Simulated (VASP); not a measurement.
Input of a VASP 6.6.1 run:

The input INCAR:

```
ALGO = Normal
EDIFF = 1E-6
ENCUT = 520
GGA = PE
ISIF = 2
ISMEAR = -1
IVDW = 12
LASPH = True
LCHARG = False
LREAL = False
LWAVE = False
NBANDS = 84
NELM = 60
PREC = Accurate
SIGMA = 0.1
```

Contents of KPOINTS:

```
k-points
0
Gamma
  2 2 2
```

POSCAR

```
Ti12H
1.0
    5.9000000000      0.0000000000      0.0000000000
   -4.4250000000      7.6643250000      0.0000000000
    0.0000000000      0.0000000000      4.6846000000
Ti H
12 1
Direct
    0.0277742690      0.0137781214     -0.1000298852
    0.1729741723      0.2201237552      0.3901507066
    0.0056669661      0.3466971977     -0.1365324681
    0.2372759451      0.5536560623      0.4192033471
    0.0051304382      0.6732360645     -0.1377705674
    0.1737577076      0.8743888079      0.4001622337
    0.5192964421      0.0067455386     -0.0704435811
    0.6569107660      0.2162878009      0.4308585578
    0.5145010176      0.3742273455     -0.0854288520
    0.7033521725      0.5547520493      0.4694317551
    0.5092332895      0.6847178323     -0.0225205994
    0.6568531096      0.9006403043      0.4812577381
    0.6546314243      0.2133390742      0.8816334372
```

Potentials or basis: VASP PAW PBE potentials, release 64 (Ti_sv, H).

The run is started by

```console
$ cat potpaw_PBE.64/Ti_sv/POTCAR potpaw_PBE.64/H/POTCAR > POTCAR
$ mpirun -np 1 vasp_std > vasp.out
```

Task: Predict the pressure.

Result: -3.9 GPa.

Task: Estimate the largest force.

Result: 2.573 eV/Å.

Task: Estimate the dispersion energy per atom.

Result: -0.561 eV.

Forces in eV/Å, atoms in the order of the input:
```
Ti   0.053  0.072  0.053
Ti   0.186  0.032 -0.047
Ti   0.598  0.085  0.579
Ti  -1.167 -0.029  0.321
Ti   0.993  0.501  1.656
Ti  -0.181  0.505 -0.456
Ti  -0.725 -2.204  1.111
Ti  -0.032 -0.010 -0.444
Ti  -0.329 -1.249  0.962
Ti  -0.489  0.032 -1.911
Ti   0.520  0.352 -0.671
Ti   1.193 -0.439 -0.750
H   -0.619  2.353 -0.403
```

Caveat: the k points lie up to 0.67 Å⁻¹ apart.
